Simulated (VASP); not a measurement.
Here is a VASP 6.6.1 calculation.

File INCAR:

```
SYSTEM = Pt
PREC     = Accurate       ! precision mode
ENCUT    = 520            ! plane-wave cutoff, eV
EDIFF    = 1E-6           ! SCF threshold, eV
ISMEAR   = 0              ! smearing method
SIGMA    = 0.1            ! smearing width, eV
LREAL    = .FALSE.        ! projectors in reciprocal space
LASPH    = .TRUE.         ! aspherical terms in the spheres
NELM     = 80             ! most SCF steps
ALGO     = Normal         ! electronic algorithm
ISIF     = 2              ! what is computed and relaxed
LWAVE    = .FALSE.        ! write WAVECAR
LCHARG   = .FALSE.        ! write CHGCAR
GGA      = PE             ! functional
NBANDS   = 11             ! bands
```

File KPOINTS:

```
Automatic mesh
0
G
  18 18 18
  0 0 0
```

Contents of POSCAR:

```
Pt
1.0
    0.0000000000      1.9850569784      1.9850569784
    1.9850569784      0.0000000000      1.9850569784
    1.9850569784      1.9850569784      0.0000000000
Pt
1
Direct
    0.0000000000      0.0000000000      0.0000000000
```

Potentials or basis: VASP PAW PBE potentials, release 64 (Pt).

The run is started by

```sh
$ cat potpaw_PBE.64/Pt/POTCAR > POTCAR
$ mpirun -np 1 vasp_std > vasp.out
```

(1) Predict the band gap on the k mesh.

(2) Estimate the pressure.

Answers

(1) zero (band 5 reaches 11.03 eV, above the bottom of band 6 at 8.94 eV).

(2) -0.5 GPa.

Caveat: spin-orbit coupling is left out, which moves the levels of the heavy elements.
